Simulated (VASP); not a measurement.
YSe, 2 atoms in the cell. The structure is tetragonal, space group I4/mmm (No. 139). Conventional cell: a = 4.168 Å, b = 4.168 Å, c = 5.463 Å, α = 90.00°, β = 90.00°, γ = 90.00°. Within 3.6 Å of Y (site symmetry 4/mmm) lie 6 Se at 2.73 to 2.95 Å. Within 3.6 Å of Se (site symmetry 4/mmm) lie 6 Y at 2.73 to 2.95 Å.  This cell differs from its parent crystal: strain +0.025 along x and y, -0.050 along z.

```yaml
Program: VASP 6.6.1
Task: single point
Functional: PBEsol
Potentials_or_basis: VASP PAW PBE potentials, release 64 (Y_sv, Se)
Cutoff: 500 eV
k_mesh: 14 × 14 × 14
Occupations: gaussian, width 0.15 eV
Spin: no spin polarisation
Dipole_correction: no
Further_INCAR_settings: ALGO = Normal; EDIFF = 1e-06; NBANDS = 16
```

Potentials or basis: VASP PAW PBE potentials, release 64 (Y_sv, Se).

Launch:

```console
$ cat potpaw_PBE.64/Y_sv/POTCAR potpaw_PBE.64/Se/POTCAR > POTCAR
$ mpirun -np 1 vasp_std > vasp.out
```

Hardware: 1 thread of Oxide Virtual Turin-like Processor, on a shared host.

**Question.** How long does it take, and how much memory?

**Answer.** Run time: 3.2 min on 1 thread of Oxide Virtual Turin-like Processor, on a shared host, peak memory 0.31 GiB. Counts: scf iterations 13, k points 244.
